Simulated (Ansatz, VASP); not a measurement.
One calculation of SiS3, two programs

INCAR

```
SYSTEM = SiS3
ALGO     = Normal         ! electronic algorithm
EDIFF    = 1E-6           ! SCF threshold, eV
ENCUT    = 500            ! plane-wave cutoff, eV
GGA      = PE             ! functional
GGA_COMPAT= .False.      
ISIF     = 2              ! what is computed and relaxed
ISMEAR   = 0              ! smearing method
LASPH    = .True.         ! aspherical terms in the spheres
LCHARG   = .False.        ! write CHGCAR
LREAL    = .False.        ! projectors in reciprocal space
LWAVE    = .False.        ! write WAVECAR
NBANDS   = 19             ! bands
NELM     = 120            ! most SCF steps
PREC     = Accurate       ! precision mode
SIGMA    = 0.1            ! smearing width, eV
```

The input KPOINTS:

```
k-points
0
Gamma
  4 4 4
  0 0 0
```

Contents of POSCAR:

```
SiS3
1.0
    0.0000000000      3.4471307800      3.4471307800
    3.4471307800      0.0000000000      3.4471307800
    3.4471307800      3.4471307800      0.0000000000
Si S
1 3
Direct
    0.0000000000      0.0000000000      0.0000000000
    0.2500000000      0.2500000000      0.2500000000
    0.7500000000      0.7500000000      0.7500000000
    0.5000000000      0.5000000000      0.5000000000
```

Input for Ansatz:

```yaml
crystal:
  lattice:
    - [0.0, 3.44713078, 3.44713078]
    - [3.44713078, 0.0, 3.44713078]
    - [3.44713078, 3.44713078, 0.0]
  atoms:
    - { symbol: Si, position: [0.0, 0.0, 0.0] }
    - { symbol: S, position: [0.25, 0.25, 0.25] }
    - { symbol: S, position: [0.75, 0.75, 0.75] }
    - { symbol: S, position: [0.5, 0.5, 0.5] }
basis:
  ecutwfc: 420
kpoints:
  mp_grid: { grid: [4, 4, 4] }
hamiltonian:
  xc: pbe
scf:
  occupations: { method: gaussian, width: 0.1 }
  lower_state_search: "off"
output:
  forces: true
  stress: true
  eigenvalues: true
```

Change from the starting cell: species swapped into the TaW3 type (Fm-3m, No. 225).

Alike in both runs: task single point; functional PBE; k mesh 4 × 4 × 4; occupations gaussian, width 0.1 eV; no spin polarisation.

|  | VASP | Ansatz |
| --- | --- | --- |
| version | VASP 6.6.1 | Ansatz 0.2.0 |
| potentials or method | VASP PAW PBE potentials, release 64 (Si, S), cutoff 500 eV | scalar-relativistic, plane waves, PAW |
| valence electrons in the cell | 22 | 22 |

```tsv
	VASP	Ansatz	Ansatz less VASP
gap on the k mesh at the Fermi level (eV)	none	none	-
pressure (GPa)	-10.9	-10.8	+0.06
```

A gap of «none» marks a metal or a gap that the smearing closes. The functional is the same, so the differences come from potentials, cutoffs and numerics.

The k mesh is coarse, so the values compare programs but aren't converged.
